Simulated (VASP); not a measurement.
A run of VASP 6.6.1 is set up as follows.

File INCAR:

```
PREC = Accurate
ENCUT = 520
EDIFF = 1E-7
ISMEAR = 0
SIGMA = 0.1
LREAL = Auto
LASPH = T
NELM = 60
ALGO = Normal
ISIF = 2
LWAVE = F
LCHARG = F
GGA = PE
ISYM = 0
NBANDS = 68
```

KPOINTS

```
Automatic mesh
0
Gamma
  2 2 2
  0.5 0.5 0.5
```

Contents of POSCAR:

```
Sn4P11
1.0
    6.8578815114      0.3465916153      0.1476042334
    0.3480081957      7.1920829831     -0.5357312378
    0.1178257128     -0.5300053017      7.1795831806
Sn P
4 11
Direct
    0.8351320278      0.6092010664      0.2805618144
    0.2437016824      0.0918757720      0.6465646001
    0.6890578367      0.0948969391      0.5760201543
    0.3676508860      0.4236374574      0.9580100669
    0.3965282449      0.6891159949      0.2568263748
    0.3961905859      0.4718875558      0.4429599891
    0.9802432186      0.6087182209      0.7779814363
    0.7427740281      0.2933478881      0.9059133436
    0.0873718000      0.4059603599      0.4984117938
    0.1088720195      0.0925248768      0.1762981721
    0.4272476744      0.6606824272      0.7118156681
    0.0807888289      0.9045073767      0.8903473592
    0.1148177418      0.8661771469      0.3548855053
    0.8116752110      1.0457958987      0.0505195968
    0.7235352429      0.7382783012      0.6475371454
```

Potentials or basis: VASP PAW PBE potentials, release 64 (Sn_d, P).

Launch:

```bash
$ cat potpaw_PBE.64/Sn_d/POTCAR potpaw_PBE.64/P/POTCAR > POTCAR
$ mpirun -np 1 vasp_std > vasp.out
```

Q: Predict the pressure.

A: -0.1 GPa.

Q: What does it give for the largest force?

A: 0.076 eV/Å.

Stress tensor (GPa, compression positive):
```
-0.12  0.10  0.01
 0.10 -0.03 -0.01
 0.01 -0.01 -0.05
```

Caveat: the k points lie up to 0.46 Å⁻¹ apart.
